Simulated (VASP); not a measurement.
Wanted: the native input for a VASP 6.6.1 run.

| Property | Result |
| --- | --- |
| Task | single point |
| Functional | PBE |
| Potentials or basis | VASP PAW PBE potentials, release 64 (Sn_d, Te) |
| Cutoff | 520 eV |
| k mesh | 6 × 6 × 6 |
| Occupations | gaussian, width 0.1 eV |
| Spin | no spin polarisation |
| Dipole correction | no |
| Further INCAR settings | ALGO = Normal; EDIFF = 1e-06; NBANDS = 24 |

The structure of SnTe3 lies in POSCAR:

```
SnTe3
1.0
    0.0000000000      3.8612190000      3.8612190000
    3.8612190000      0.0000000000      3.8612190000
    3.8612190000      3.8612190000      0.0000000000
Sn Te
1 3
Direct
    0.0000000000      0.0000000000      0.0000000000
    0.2500000000      0.2500000000      0.2500000000
    0.7500000000      0.7500000000      0.7500000000
    0.5000000000      0.5000000000      0.5000000000
```

These files were run (other wordings do the same):

INCAR

```
SYSTEM = SnTe3
  PREC = Accurate
  ENCUT = 520
  EDIFF = 1E-6
  ISMEAR = 0
  SIGMA = 0.1
  LREAL = .False.
  LASPH = .True.
  NELM = 100
  ALGO = Normal
  ISIF = 2
  LWAVE = .False.
  LCHARG = .False.
  GGA = PE
  NBANDS = 24
```

KPOINTS

```
regular mesh
0
Gamma
  6 6 6
  0 0 0
```

Potentials or basis: VASP PAW PBE potentials, release 64 (Sn_d, Te).

Launch:

```sh
$ cat potpaw_PBE.64/Sn_d/POTCAR potpaw_PBE.64/Te/POTCAR > POTCAR
$ mpirun -np 1 vasp_std > vasp.out
```

Results of the run:

| Property | Result |
| --- | --- |
| Pressure | 0.1 GPa |
| Band gap on the k mesh | zero (band 16 reaches 8.10 eV, above the bottom of band 17 at 5.89 eV) |

Caveat: spin-orbit coupling is left out, which moves the levels of the heavy elements.

It took 28 s on 1 thread of Intel(R) Xeon(R) 6975P-C (Granite Rapids), on a shared host, peak memory 0.26 GiB.
